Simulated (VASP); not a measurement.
# SiC (P6_3mc) in VASP: further runs

SiC is run at these levels: LDA; tasks: relaxation of cell and atoms.

All numbers are computed with VASP 6.6.1; they aren't measurements. Logs are shortened: lines on timing, memory, paths and dates and some standing lists are left out, and cuts for length are marked.

## Step 1: The cell of the first run

Symmetry: P6_3mc, No. 186, hexagonal system. Conventional cell: a = 3.056 Å, b = 3.056 Å, c = 5.016 Å, α = 90.00°, β = 90.00°, γ = 120.00°. Within 2.5 Å of Si (site symmetry 3m) lie 4 C at 1.87 to 1.89 Å. Within 2.5 Å of C (site symmetry 3m) lie 4 Si at 1.87 to 1.89 Å.

## Step 2: Relaxation of cell and atoms, LDA, target pressure 4 GPa, at which the enthalpy is minimised

File INCAR:

```
PREC     = Accurate       # precision mode
ENCUT    = 600            # plane-wave cutoff, eV
EDIFF    = 1E-6           # SCF threshold, eV
ISMEAR   = 0              # smearing method
SIGMA    = 0.01           # smearing width, eV
LREAL    = False          # projectors in reciprocal space
LASPH    = True           # aspherical terms in the spheres
NELM     = 100            # most SCF steps
ALGO     = Normal         # electronic algorithm
ISIF     = 3              # what is computed and relaxed
LWAVE    = False          # write WAVECAR
LCHARG   = False          # write CHGCAR
GGA      = CA             # functional
IBRION   = 2              # ionic algorithm
NSW      = 100            # ionic steps
EDIFFG   = -0.002         # ionic threshold
PSTRESS  = 40.0
```

File KPOINTS:

```
regular mesh
0
Gamma
  8 8 4
```

File POSCAR:

```
SiC
1.0
    3.0563618582      0.0000000000      0.0000000000
   -1.5281809291      2.6468870124      0.0000000000
    0.0000000000      0.0000000000      5.0159135136
Si C
2 2
Direct
    0.3333333333      0.6666666667      0.0045956275
    0.6666666667      0.3333333333      0.5045956275
    0.3333333333      0.6666666667      0.3804043725
    0.6666666667      0.3333333333      0.8804043725
```

Potentials or basis: VASP PAW LDA potentials, release 64 (Si, C).

On the command line:

```
$ cat potpaw_LDA.64/Si/POTCAR potpaw_LDA.64/C/POTCAR > POTCAR
$ mpirun -np 1 vasp_std > vasp.out
```

OUTCAR:

```text
PREC = Accurate
   ENCUT = 600
   EDIFF = 1E-6
   ISMEAR = 0
   LREAL = False
   LASPH = True
   NELM = 100
   ISIF = 3
   GGA = CA
   IBRION = 2
   NSW = 100
   EDIFFG = -0.002
   PSTRESS = 40.0

 ion  position               nearest neighbor table
   1  0.333  0.667  0.005-   4 1.87   4 1.87   4 1.87   3 1.89   2 3.07   2 3.07   2 3.07   2 3.07
                             2 3.07   2 3.07
   2  0.667  0.333  0.505-   3 1.87   3 1.87   3 1.87   4 1.89   1 3.07   1 3.07   1 3.07   1 3.07
                             1 3.07   1 3.07
   3  0.333  0.667  0.380-   2 1.87   2 1.87   2 1.87   1 1.89
   4  0.667  0.333  0.880-   1 1.87   1 1.87   1 1.87   2 1.89

  LATTYP: Found a hexagonal cell.
 ALAT       =     3.0563618582
 C/A-ratio  =     1.6411386303

  Lattice vectors:

 A1 = (   3.0563618582,   0.0000000000,   0.0000000000)
 A2 = (  -1.5281809291,   2.6468870124,   0.0000000000)
 A3 = (   0.0000000000,   0.0000000000,   5.0159135136)

Analysis of symmetry for initial positions (statically):
=====================================================================
 Subroutine PRICEL returns:
 Original cell was already a primitive cell.

 Routine SETGRP: Setting up the symmetry group for a
 hexagonal supercell.

 Subroutine GETGRP returns: Found 12 space group operations
 (whereof  6 operations were pure point group operations)
 out of a pool of 24 trial point group operations.

The static configuration has the point symmetry C_3v.
 The point group associated with its full space group is C_6v.

Analysis of symmetry for dynamics (positions and initial velocities):
=====================================================================
 Subroutine PRICEL returns:
 Original cell was already a primitive cell.

 Routine SETGRP: Setting up the symmetry group for a
 hexagonal supercell.

 Subroutine GETGRP returns: Found 12 space group operations
 (whereof  6 operations were pure point group operations)
 out of a pool of 24 trial point group operations.

The dynamic configuration has the point symmetry C_3v.
 The point group associated with its full space group is C_6v.

 Subroutine INISYM returns: Found 12 space group operations
 (whereof  6 operations are pure point group operations),
 and found     1 'primitive' translations

----------------------------------------------------------------------------------------

                                     Primitive cell

  volume of cell :      40.5780

  direct lattice vectors                    reciprocal lattice vectors
     3.056361858  0.000000000  0.000000000     0.327186389  0.188901150  0.000000000
    -1.528180929  2.646887012  0.000000000     0.000000000  0.377802300  0.000000000
     0.000000000  0.000000000  5.015913514     0.000000000  0.000000000  0.199365479

  length of vectors
     3.056361858  3.056361858  5.015913514     0.377802300  0.377802300  0.199365479

  position of ions in fractional coordinates (direct lattice)
     0.333333333  0.666666667  0.004595628
     0.666666667  0.333333333  0.504595628
     0.333333333  0.666666667  0.380404373
     0.666666667  0.333333333  0.880404373

  ion indices of the primitive-cell ions
   primitive index   ion index
                 1           1
                 2           2
                 3           3
                 4           4

----------------------------------------------------------------------------------------

 KPOINTS: regular mesh

Automatic generation of k-mesh.
 Grid dimensions read from file:
 generate k-points for:    8    8    4

 Generating k-lattice:

  Cartesian coordinates                     Fractional coordinates (reciprocal lattice)
     0.040898299  0.023612644  0.000000000     0.125000000 -0.000000000  0.000000000
     0.000000000  0.047225287  0.000000000     0.000000000  0.125000000  0.000000000
     0.000000000  0.000000000  0.049841370     0.000000000  0.000000000  0.250000000

  Length of vectors
     0.047225287  0.047225287  0.049841370

  Shift w.r.t. Gamma in fractional coordinates (k-lattice)
     0.000000000  0.000000000  0.000000000

 Subroutine IBZKPT returns following result:
 ===========================================

 Found     30 irreducible k-points:

 Following reciprocal coordinates:
            Coordinates               Weight
  0.000000  0.000000  0.000000      1.000000
  0.125000  0.000000  0.000000      6.000000
  0.250000  0.000000  0.000000      6.000000
  0.375000  0.000000  0.000000      6.000000
  0.500000  0.000000  0.000000      3.000000
  0.125000  0.125000  0.000000      6.000000
[... 16 lines left out ...]
  0.250000  0.000000  0.500000      6.000000
  0.375000  0.000000  0.500000      6.000000
 [... further k-points ...]
   k-points           NKPTS =     30   k-points in BZ     NKDIM =     30   number of bands    NBANDS=     12
   number of dos      NEDOS =    301   number of ions     NIONS =      4
   total plane-waves  NPLWV =  23040
   dimension x,y,z NGX =    24 NGY =   24 NGZ =   40
   dimension x,y,z NGXF=    48 NGYF=   48 NGZF=   80
   ions per type =               2   2
   NGX,Y,Z   is equivalent  to a cutoff of  13.05, 13.05, 13.26 a.u.
   NGXF,Y,Z  is equivalent  to a cutoff of  26.11, 26.11, 26.51 a.u.
 SYSTEM =  unknown system
   PREC   = accura    normal or accurate (medium, high low for compatibility)
   ISTART =      0    job   : 0-new  1-cont  2-samecut
   ICHARG =      2    charge: 1-file 2-atom 10-const
   ISPIN  =      1    spin polarized calculation?
   LNONCOLLINEAR =      F non collinear calculations
   LSORBIT =      F    spin-orbit coupling
   LASPH  =      T    aspherical Exc in radial PAW
   ENCUT  =  600.0 eV  44.10 Ry    6.64 a.u.   6.10  6.10 10.02*2*pi/ulx,y,z
   NELM   =    100;   NELMIN=  2; NELMDL= -5     # of ELM steps
   EDIFF  = 0.1E-05   stopping-criterion for ELM
   LREAL  =      F    real-space projection
   EDIFFG = -.2E-02   stopping-criterion for IOM
   NSW    =    100    number of steps for IOM
   IBRION =      2    ionic relax: 0-MD 1-quasi-New 2-CG
   NFREE  =      1    steps in history (QN), initial steepest desc. (CG)
   ISIF   =      3    stress and relaxation
   ISYM   =      2    0-nonsym 1-usesym 2-fastsym
   POTIM  = 0.5000    time-step for ionic-motion
   TEBEG  =    0.0;   TEEND  =   0.0 temperature during run
   PSTRESS=   40.0 pullay stress
   NELECT =      16.0000    total number of electrons
   NUPDOWN=      -1.0000    fix difference up-down
   EMIN   =  10.00;   EMAX   =-10.00  energy-range for DOS
   EFERMI =   0.00;   METHOD = LEGACY
   ISMEAR =     0;   SIGMA  =   0.01  broadening in eV -4-tet -1-fermi 0-gaus
   EFERMI_NEDOS =   21; number of points for ismear=-14 and -15
   IALGO  =     38    algorithm
   IMIX   =      4    mixing-type and parameters
     AMIX     =   0.40;   BMIX     =  1.00
     AMIX_MAG =   1.60;   BMIX_MAG =  1.00
  volume/ion in A,a.u.               =      10.14        68.46
  Fermi-wavevector in a.u.,A,eV,Ry     =   1.200470  2.268560 19.607750  1.441129
  Thomas-Fermi vector in A             =   2.336305
   LORBIT       =      0    0 simple, 1 ext, 2 COOP (PROOUT), +10 PAW based schemes
   GGA     = CA    functional components
   LHFCALC =     F    Hartree Fock is set to
   AEXX    =    0.0000 exact exchange contribution
   IVDW    =     0    specifies the selected vdW correction
   LEPSILON=     F    determine dielectric tensor
   LRPA    =     F    only Hartree local field effects (RPA)
 conjugate gradient relaxation of ions
 non-spin polarized calculation
 Gauss-broadening in eV      SIGMA  =   0.01
  energy-cutoff  :      600.00
  volume of cell :       40.58
 maximum number of plane-waves:      1372
   NGX = 13   NGY = 13   NGZ = 21

--------------------------------------- Ionic step        1  -------------------------------------------

 number of electron      15.9999998 magnetization

 Free energy of the ion-electron system (eV)
  ---------------------------------------------------
  ext. energy  EPLUGINS =         0.00000000
  ---------------------------------------------------
  free energy    TOTEN  =       -33.27947142 eV

  energy without entropy =      -33.27947142  energy(sigma->0) =      -33.27947142

------------------------ aborting loop because EDIFF is reached ----------------------------------------

  FORCE on cell =-STRESS in cart. coord.  units (eV):
  Direction    XX          YY          ZZ          XY          YZ          ZX
  --------------------------------------------------------------------------------------
  -------------------------------------------------------------------------------------
  Total        0.0662296      0.0662296      0.0624844      0.0000000      0.0000000     -0.0000000
  in kB        2.6150043      2.6150043      2.4671297      0.0000000      0.0000000     -0.0000000
  external PRESSURE =     -37.4342873 kB  Pullay stress =      40.0000000 kB
[... 225 lines left out ...]
  enthalpy is  TOTEN    =       -32.2739128630 eV   P V=        0.9971591482

--------------------------------------- Ionic step        7  -------------------------------------------

 number of electron      15.9999998 magnetization

 Free energy of the ion-electron system (eV)
  ---------------------------------------------------
  ext. energy  EPLUGINS =         0.00000000
  ---------------------------------------------------
  free energy    TOTEN  =       -33.27103194 eV

  energy without entropy =      -33.27103194  energy(sigma->0) =      -33.27103194

 E-fermi :   8.7177     XC(G=0): -11.7006

 val. band max:        8.6196796792   @ k =   0.0000   0.0000   0.0000
 cond. band min:      10.9754930641   @ k =   0.3750   0.2500   0.0000
 fundamental gap:      2.3558133849
 Fermi energy:         8.7177063329

 k-point     1 :       0.0000    0.0000    0.0000
  band No.  band energies     occupation
      1      -7.1410      2.00000
      2      -3.3896      2.00000
      3      -0.3004      2.00000
      4       7.2868      2.00000
      5       7.2868      2.00000
      6       8.5050      2.00000
      7       8.6197      2.00000
      8       8.6197      2.00000
      9      13.6787      0.00000
     10      15.2070      0.00000
     11      15.3816      0.00000
     12      15.3816      0.00000
[... 331 lines left out ...]
 k-point    24 :       0.3750    0.0000    0.5000
  band No.  band energies     occupation
      1      -3.6421      2.00000
      2      -3.6421      2.00000
      3       1.4607      2.00000
      4       1.4607      2.00000
      5       5.9588      2.00000
      6       5.9588      2.00000
      7       6.3232      2.00000
      8       6.3232      2.00000
      9      12.2135      0.00000
     10      12.2135      0.00000
     11      14.6331      0.00000
     12      14.6331      0.00000

 [... further k-points ...]

------------------------ aborting loop because EDIFF is reached ----------------------------------------

  FORCE on cell =-STRESS in cart. coord.  units (eV):
  Direction    XX          YY          ZZ          XY          YZ          ZX
  --------------------------------------------------------------------------------------
  -------------------------------------------------------------------------------------
  Total        1.0029570      1.0029570      1.0016051      0.0000000     -0.0000000      0.0000000
  in kB       40.2341698     40.2341698     40.1799364      0.0000000     -0.0000000      0.0000000
  external PRESSURE =       0.2160920 kB  Pullay stress =      40.0000000 kB
[... 19 lines left out ...]
  FREE ENERGIE OF THE ION-ELECTRON SYSTEM (eV)
  ---------------------------------------------------
  free  energy   TOTEN  =       -33.2710319433 eV

  energy  without entropy=      -33.2710319433  energy(sigma->0) =      -33.27103194

  enthalpy is  TOTEN    =       -32.2739123414 eV   P V=        0.9971196019

 reached required accuracy - stopping structural energy minimisation
```

Run time: 55 s. Hardware: 1 thread of Intel Xeon 8259CL, shared host; peak memory 0.15 GiB.

What came out:

- Free energy: -33.2710 eV
- Relaxed volume: 9.98 Å³/atom
- Relaxed cell: a = 3.040 Å, b = 3.040 Å, c = 4.989 Å, α = 90.00°, β = 90.00°, γ = 120.00°
- Space group after relaxing (to 0.1 Å): P6_3mc (No. 186)
- Energy change on relaxing (the run minimises the enthalpy): +2.1 meV/atom
- Ionic steps: 7
- Pressure after relaxing: 4.0 GPa
- Band gap on the k mesh: 2.36 eV (least direct gap 3.94 eV)

Step by step:
| step | energy change (eV) | largest force (eV/Å) | pressure (GPa) | volume (Å³) |
| --- | --- | --- | --- | --- |
| 1 | 0.0000 | 0.0019 | 0.26 | 40.58 |
| 2 | 0.0377 | 0.0071 | 8.75 | 39.20 |
| 3 | 0.0083 | 0.0021 | 3.98 | 39.95 |
| 4 | 0.0086 | 0.0022 | 4.04 | 39.93 |
| 5 | 0.0082 | 0.0046 | 3.97 | 39.95 |
| 6 | 0.0084 | 0.0020 | 4.00 | 39.94 |
| 7 | 0.0084 | 0.0008 | 4.02 | 39.94 |

Final structure:
```yaml
crystal:
  lattice:
    - [3.04038, 0.00000, 0.00000]
    - [-1.52019, 2.63304, 0.00000]
    - [0.00000, 0.00000, 4.98899]
  atoms:
    - { symbol: Si, position: [0.33333, 0.66667, 0.00460] }
    - { symbol: Si, position: [0.66667, 0.33333, 0.50460] }
    - { symbol: C, position: [0.33333, 0.66667, 0.38040] }
    - { symbol: C, position: [0.66667, 0.33333, 0.88040] }
```

Caveat: the cell is relaxed towards a set pressure, so the run minimises the enthalpy, not the energy. LDA usually gives volumes a few per cent too small.

## Step 3: Relaxation of cell and atoms, LDA, target pressure 7 GPa, at which the enthalpy is minimised

File INCAR:

```
  ALGO = Normal
  EDIFF = 1E-7
  EDIFFG = -0.002
  ENCUT = 600
  GGA = CA
  IBRION = 2
  ISIF = 3
  ISMEAR = 0
  LASPH = T
  LCHARG = F
  LREAL = F
  LWAVE = F
  NELM = 80
  NSW = 100
  PREC = Accurate
  PSTRESS = 70.0
  SIGMA = 0.01
```

File KPOINTS:

```
k-points
0
Gamma
  8 8 4
```

POSCAR is that of step 2.

Potentials or basis: VASP PAW LDA potentials, release 64 (Si, C).

On the command line:

```
$ cat potpaw_LDA.64/Si/POTCAR potpaw_LDA.64/C/POTCAR > POTCAR
$ mpirun -np 1 vasp_std > vasp.out
```

OUTCAR:

```text
EDIFF = 1E-7
   EDIFFG = -0.002
   ENCUT = 600
   GGA = CA
   IBRION = 2
   ISIF = 3
   ISMEAR = 0
   LASPH = T
   LREAL = F
   NELM = 80
   NSW = 100
   PREC = Accurate
   PSTRESS = 70.0

 ion  position               nearest neighbor table
   1  0.333  0.667  0.005-   4 1.87   4 1.87   4 1.87   3 1.89   2 3.07   2 3.07   2 3.07   2 3.07
                             2 3.07   2 3.07
   2  0.667  0.333  0.505-   3 1.87   3 1.87   3 1.87   4 1.89   1 3.07   1 3.07   1 3.07   1 3.07
                             1 3.07   1 3.07
   3  0.333  0.667  0.380-   2 1.87   2 1.87   2 1.87   1 1.89
   4  0.667  0.333  0.880-   1 1.87   1 1.87   1 1.87   2 1.89

  LATTYP: Found a hexagonal cell.
 ALAT       =     3.0563618582
 C/A-ratio  =     1.6411386303

  Lattice vectors:

 A1 = (   3.0563618582,   0.0000000000,   0.0000000000)
 A2 = (  -1.5281809291,   2.6468870124,   0.0000000000)
 A3 = (   0.0000000000,   0.0000000000,   5.0159135136)

Analysis of symmetry for initial positions (statically):
=====================================================================
 Subroutine PRICEL returns:
 Original cell was already a primitive cell.

 Routine SETGRP: Setting up the symmetry group for a
 hexagonal supercell.

 Subroutine GETGRP returns: Found 12 space group operations
 (whereof  6 operations were pure point group operations)
[... 369 lines left out ...]
--------------------------------------- Ionic step        6  -------------------------------------------

 number of electron      15.9999997 magnetization

 Free energy of the ion-electron system (eV)
  ---------------------------------------------------
  ext. energy  EPLUGINS =         0.00000000
  ---------------------------------------------------
  free energy    TOTEN  =       -33.25480591 eV

  energy without entropy =      -33.25480591  energy(sigma->0) =      -33.25480591

 E-fermi :   8.8609     XC(G=0): -11.7517

 val. band max:        8.7606068716   @ k =   0.0000   0.0000   0.0000
 cond. band min:      11.0984207345   @ k =   0.3750   0.2500   0.0000
 fundamental gap:      2.3378138629
 Fermi energy:         8.8608581856

 k-point     1 :       0.0000    0.0000    0.0000
  band No.  band energies     occupation
      1      -7.0969      2.00000
      2      -3.2984      2.00000
      3      -0.2301      2.00000
      4       7.4219      2.00000
      5       7.4219      2.00000
      6       8.6451      2.00000
      7       8.7606      2.00000
      8       8.7606      2.00000
      9      13.9206      0.00000
     10      15.4707      0.00000
     11      15.5940      0.00000
     12      15.5940      0.00000
[... 331 lines left out ...]
 k-point    24 :       0.3750    0.0000    0.5000
  band No.  band energies     occupation
      1      -3.5623      2.00000
      2      -3.5623      2.00000
      3       1.5623      2.00000
      4       1.5623      2.00000
      5       6.0842      2.00000
      6       6.0842      2.00000
      7       6.4493      2.00000
      8       6.4493      2.00000
      9      12.3831      0.00000
     10      12.3831      0.00000
     11      14.8334      0.00000
     12      14.8334      0.00000

 [... further k-points ...]

------------------------ aborting loop because EDIFF is reached ----------------------------------------

  FORCE on cell =-STRESS in cart. coord.  units (eV):
  Direction    XX          YY          ZZ          XY          YZ          ZX
  --------------------------------------------------------------------------------------
  -------------------------------------------------------------------------------------
  Total        1.7260265      1.7260265      1.7236254      0.0000000     -0.0000000      0.0000000
  in kB       70.0696840     70.0696840     69.9722084      0.0000000     -0.0000000      0.0000000
  external PRESSURE =       0.0371922 kB  Pullay stress =      70.0000000 kB
[... 23 lines left out ...]
  energy  without entropy=      -33.2548059085  energy(sigma->0) =      -33.25480591

  enthalpy is  TOTEN    =       -31.5304959476 eV   P V=        1.7243099609

 reached required accuracy - stopping structural energy minimisation
```

Wall time 62 s (1 thread of Intel Xeon 8259CL, shared host); peak memory 0.15 GiB.

Results:

```
Free energy                                                : -33.2548 eV
Relaxed volume                                             : 9.87 Å³/atom
Relaxed cell                                               : a = 3.028 Å, b = 3.028 Å, c = 4.969 Å, α = 90.00°, β = 90.00°, γ = 120.00°
Space group after relaxing (to 0.1 Å)                      : P6_3mc (No. 186)
Energy change on relaxing (the run minimises the enthalpy) : +6.2 meV/atom
Ionic steps                                                : 6
Pressure after relaxing                                    : 7.0 GPa
Band gap on the k mesh                                     : 2.34 eV (least direct gap 3.96 eV)
```

The path:
```
step  energy change (eV)  largest force (eV/Å)  pressure (GPa)  volume (Å³)
   1              0.0000                0.0019            0.26        40.58
   2              0.1221                0.0122           16.47        38.12
   3              0.0243                0.0042            6.95        39.48
   4              0.0252                0.0043            7.08        39.45
   5              0.0241                0.0088            6.91        39.48
   6              0.0247                0.0018            7.00        39.47
```

Final structure:
```cif
data_structure
_symmetry_space_group_name_H-M 'P 1'
_symmetry_Int_Tables_number 1
_cell_length_a 3.0284
_cell_length_b 3.0284
_cell_length_c 4.9689
_cell_angle_alpha 90.000
_cell_angle_beta 90.000
_cell_angle_gamma 120.000
_cell_volume 39.47
loop_
_atom_site_label
_atom_site_type_symbol
_atom_site_fract_x
_atom_site_fract_y
_atom_site_fract_z
_atom_site_occupancy
Si1 Si 0.33333 0.66667 0.00461 1
Si2 Si 0.66667 0.33333 0.50461 1
C1 C 0.33333 0.66667 0.38039 1
C2 C 0.66667 0.33333 0.88039 1
```

Caveat: the cell is relaxed towards a set pressure, so the run minimises the enthalpy, not the energy. A k mesh can miss the band edges.

(Continued in part 2 of 2.)
